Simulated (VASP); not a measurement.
Wanted: the native input for a VASP 6.6.1 run.

```
Task                   : single point
Functional             : r2SCAN
Potentials or basis    : VASP PAW PBE potentials, release 64 (Re)
Cutoff                 : 520 eV
k mesh                 : 22 × 22 × 22
Occupations            : gaussian, width 0.15 eV
Spin                   : no spin polarisation
Dipole correction      : no
Further INCAR settings : ALGO = Normal; EDIFF = 1e-06; NBANDS = 10
```

Re:

```
CELL_PARAMETERS angstrom
0.00000 1.97500 1.97500
1.97500 0.00000 1.97500
1.97500 1.97500 0.00000
ATOMIC_POSITIONS crystal
Re 0.00000 0.00000 0.00000
```

These files were run (other wordings do the same):

POSCAR

```
Re
1.0
    0.0000000000      1.9750000000      1.9750000000
    1.9750000000      0.0000000000      1.9750000000
    1.9750000000      1.9750000000      0.0000000000
Re
1
Direct
    0.0000000000      0.0000000000      0.0000000000
```

INCAR.step1

```
ALGO = Normal
EDIFF = 1E-4
ENCUT = 520
GGA = PE
ISMEAR = 0
LASPH = True
LCHARG = False
LREAL = False
LWAVE = True
NBANDS = 10
NELM = 80
PREC = Accurate
SIGMA = 0.15
```

INCAR.step2

```
ALGO = Normal
EDIFF = 1E-6
ENCUT = 520
ISIF = 2
ISMEAR = 0
ISTART = 1
LASPH = True
LCHARG = True
LELF = True
LMIXTAU = True
LREAL = False
LVHAR = True
LWAVE = False
METAGGA = R2SCAN
NBANDS = 10
NELM = 80
PREC = Accurate
SIGMA = 0.15
```

KPOINTS

```
k-points
0
Gamma
  22 22 22
```

Potentials or basis: VASP PAW PBE potentials, release 64 (Re).

The run is started by

```bash
$ cat potpaw_PBE.64/Re/POTCAR > POTCAR
$ cp INCAR.step1 INCAR
$ mpirun -np 1 vasp_std > vasp.out
$ cp INCAR.step2 INCAR
$ mpirun -np 1 vasp_std > vasp.out
```

Results of the run:

| Item | Value |
| --- | --- |
| Pressure | -15.7 GPa |

Caveat: the PAW data sets were made with another functional, which shifts forces and pressure a little.

Run time: 91 s on 1 thread of Intel(R) Xeon(R) Platinum 8488C (Sapphire Rapids) (shared host), peak memory 0.19 GiB.
